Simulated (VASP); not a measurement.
## Hf: single point with RPBE

The system is Hf.

```
Hf
1.0
     3.31182    0.00000    0.00000
    -1.65591    2.86812    0.00000
     0.00000    0.00000   10.59841
Hf
4
Cartesian
  1.6559 2.8681 0.0000
  -1.6559 2.8681 5.2992
  0.0000 1.9121 2.6496
  1.6559 0.9560 7.9488
```

```yaml
Program: VASP 6.6.1
Task: single point
Functional: RPBE
Potentials_or_basis: VASP PAW PBE potentials, release 64 (Hf_pv)
Cutoff: 520 eV
k_mesh: 13 × 13 × 4
Occupations: fermi-dirac, width 0.1 eV
Spin: no spin polarisation
```

* Pressure: -7.3 GPa
* Band gap on the k mesh: zero (bands 20 and 21 overlap by 1.56 eV)

Stress tensor (GPa, compression positive):
```
-7.30  0.00  0.00
 0.00 -7.30  0.00
 0.00  0.00 -7.17
```

Levels at points of the mesh, in eV from the Fermi level:
```
           k point  band 18  band 19  band 20  band 21  band 22  band 23
(0.00, 0.00, 0.00)     0.22     0.28     1.06     1.06     1.15     1.15
(0.00, 0.00, 0.50)    -0.03     0.99     0.99     1.22     1.22     1.22
```

It took 100 s on 1 thread of Intel(R) Xeon(R) 6975P-C (Granite Rapids) (shared host), peak memory 0.31 GiB.

Caveat: the cell stands under tension; the PAW data sets were made with another functional, which shifts forces and pressure a little; spin-orbit coupling is left out, which moves the levels of the heavy elements.
